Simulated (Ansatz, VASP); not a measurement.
One calculation of BeS, two programs

```
Be S
1.0
     0.00000    2.45691    2.45691
     2.45691    0.00000    2.45691
     2.45691    2.45691    0.00000
Be S
1 1
Direct
  0.00000 0.00000 0.00000
  0.75000 0.75000 0.75000
```

Change from the starting cell: functional lda, volume scaled by 1.04.

Alike in both runs: task single point; functional LDA; k mesh 9 × 9 × 9; occupations fermi-dirac, width 0.02 eV; no spin polarisation.

|  | VASP | Ansatz |
| --- | --- | --- |
| version | VASP 6.6.1 | Ansatz 0.2.0 |
| potentials or method | VASP PAW LDA potentials, release 64 (Be, S), cutoff 600 eV | all-electron LAPW, scalar-relativistic |

|  | VASP | Ansatz | Ansatz less VASP |
| --- | --- | --- | --- |
| gap on the k mesh at the Fermi level (eV) | 3.08 | 3.07 | -0.006 |
| pressure (GPa) | -6.4 | -6.5 | -0.08 |

LDA's correlation is that of Perdew and Zunger in VASP and of Perdew and Wang (1992) in Ansatz. Ansatz ran all-electron here, and VASP with PAW potentials.
